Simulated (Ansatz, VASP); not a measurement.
# One calculation of SnO2, two programs

File INCAR:

```
  ALGO = Normal
  EDIFF = 1E-7
  ENCUT = 520
  ISIF = 2
  ISMEAR = 0
  LASPH = T
  LCHARG = T
  LELF = T
  LREAL = F
  LVHAR = T
  LWAVE = F
  NBANDS = 35
  NELM = 80
  PREC = Accurate
  SIGMA = 0.05
```

Contents of KPOINTS:

```
k-points
0
Gamma
  10 10 10
```

POSCAR

```
SnO2
1.0
   -1.9861130355      1.9861130355      5.1156186316
    1.9861130355     -1.9861130355      5.1156186316
    1.9861130355      1.9861130355     -5.1156186316
Sn O
2 4
Direct
    0.7500000000      0.2500000000      0.5000000000
    0.0000000000      0.0000000000      0.0000000000
    0.7969975836      0.7969975836      0.0000000000
    0.9530024164      0.4530024164      0.5000000000
    0.2030024164      0.2030024164      0.0000000000
    0.5469975836      0.0469975836      0.5000000000
```

Input for Ansatz:

```yaml
crystal:
  lattice:
    - [-1.9861130355, 1.9861130355, 5.1156186316]
    - [1.9861130355, -1.9861130355, 5.1156186316]
    - [1.9861130355, 1.9861130355, -5.1156186316]
  atoms:
    - { symbol: Sn, position: [0.75, 0.25, 0.5] }
    - { symbol: Sn, position: [0.0, 0.0, 0.0] }
    - { symbol: O, position: [0.7969975836, 0.7969975836, 0.0] }
    - { symbol: O, position: [0.9530024164, 0.4530024164, 0.5] }
    - { symbol: O, position: [0.2030024164, 0.2030024164, 0.0] }
    - { symbol: O, position: [0.5469975836, 0.0469975836, 0.5] }
basis:
  ecutwfc: 420
kpoints:
  mp_grid: { grid: [10, 10, 10] }
hamiltonian:
  xc: lda
scf:
  occupations: { method: gaussian, width: 0.05 }
output:
  forces: true
  stress: true
  eigenvalues: true
```

Change from the starting cell: strain +0.0050 x Voigt [0, 0, 1, 0, 0, 0], atoms carried along.

Alike in both runs: task single point; functional LDA; k mesh 10 × 10 × 10; occupations gaussian, width 0.05 eV; no spin polarisation.

|  | VASP | Ansatz |
| --- | --- | --- |
| version | VASP 6.6.1 | Ansatz 0.2.0 |
| potentials or method | VASP PAW LDA potentials, release 64 (Sn_d, O), cutoff 520 eV | scalar-relativistic, plane waves, PAW |
| valence electrons in the cell | 52 | 52 |

|  | VASP | Ansatz | Ansatz less VASP |
| --- | --- | --- | --- |
| gap on the k mesh at the Fermi level (eV) | 1.69 | 1.66 | -0.030 |
| least direct gap on the mesh (eV) | 2.08 | 2.05 | -0.032 |
| pressure (GPa) | -0.1 | -1.0 | -0.91 |
| traceless stress, the component that is largest in VASP (GPa) | -0.62 | -0.82 | -0.207 |
| rms of the force components (eV/Å) | 0.025 | 0.042 | +0.0164 |

LDA's correlation is that of Perdew and Zunger in VASP and of Perdew and Wang (1992) in Ansatz. Atom by atom the forces differ by 0.016 eV/Å (rms over components).
